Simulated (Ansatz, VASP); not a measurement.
# Two plane-wave programs on Si4GePt

```
Si Ge Pt
1.0
     2.60872   -4.18763    0.00000
     2.60872    4.18763    0.00000
     0.00000    0.00000    4.15372
Si Ge Pt
4 1 1
Cartesian
  2.6087 1.3563 0.0000
  2.6087 -1.3563 0.0000
  1.3044 -2.0938 2.0769
  1.3044 2.0938 2.0769
  0.0000 0.0000 0.0000
  2.6087 0.0000 2.0769
```

Change from the starting cell: species swapped into the CeSiNi4 type (Cmmm, No. 65).

Alike in both runs: task relaxation of cell and atoms; functional PBE; k mesh 4 × 4 × 4; occupations gaussian, width 0.1 eV; no spin polarisation.

```csv
,VASP,Ansatz
version,VASP 6.6.1,Ansatz 0.2.0
potentials or method,"VASP PAW PBE potentials, release 64 (Si, Ge_d, Pt), cutoff 600 eV","scalar-relativistic, plane waves, PAW"
valence electrons in the cell,40,48
```

Ansatz gave:

- gap on the k mesh at the Fermi level, each at its own relaxed structure (eV): none
- relaxed volume (Å³/atom): 16.97
- relaxed cell length with the largest relative difference (Å): 5.151

Question: Which values does VASP return?

Answer: gap on the k mesh at the Fermi level, each at its own relaxed structure (eV): none; relaxed volume (Å³/atom): 17.05; relaxed cell length with the largest relative difference (Å): 5.440.

A gap of «none» marks a metal or a gap that the smearing closes. One of these differences is far larger than is usual between the two programs; its cause wasn't traced. VASP's potentials hold 40 valence electrons a cell and Ansatz's 48, so a difference there can come from the potentials and not from the codes.

The k mesh is coarse, so the values compare programs but aren't converged. Spin-orbit coupling is off throughout.
